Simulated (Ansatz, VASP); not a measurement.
KCdF3: VASP beside Ansatz

```
CELL_PARAMETERS angstrom
4.38209 0.00000 0.00000
0.00000 4.38209 0.00000
0.00000 0.00000 4.38209
ATOMIC_POSITIONS crystal
K 0.00000 0.00000 0.00000
Cd 0.50000 0.50000 0.50000
F 0.04564 0.50000 0.50000
F 0.54564 0.00000 0.50000
F 0.54564 0.50000 0.00000
```

Change from the starting cell: all F atoms moved -0.200 Å, as atom 3 towards its neighbour atom 2 (Cd) at 2.191 Å.

Alike in both runs: task single point; functional LDA; k mesh 6 × 6 × 6; occupations gaussian, width 0.05 eV; no spin polarisation.

```csv
,VASP,Ansatz
version,VASP 6.6.1,Ansatz 0.2.0
potentials or method,"VASP PAW LDA potentials, release 64 (K_sv, Cd, F), cutoff 520 eV","scalar-relativistic, plane waves, PAW"
valence electrons in the cell,42,50
```

Ansatz gave:

* gap on the k mesh at the Fermi level (eV): 2.84
* least direct gap on the mesh (eV): 4.43
* pressure (GPa): -2.0
* traceless stress, the component that is largest in VASP (GPa): 3.32
* rms of the force components (eV/Å): 0.782

**Question.** Which values does VASP return?

**Answer.** gap on the k mesh at the Fermi level (eV): 2.82; least direct gap on the mesh (eV): 4.41; pressure (GPa): -1.2; traceless stress, the component that is largest in VASP (GPa): 3.61; rms of the force components (eV/Å): 0.870.

LDA's correlation is that of Perdew and Zunger in VASP and of Perdew and Wang (1992) in Ansatz. Atom by atom the forces differ by 0.088 eV/Å (rms over components). VASP's potentials hold 42 valence electrons a cell and Ansatz's 50, so a difference there can come from the potentials and not from the codes.
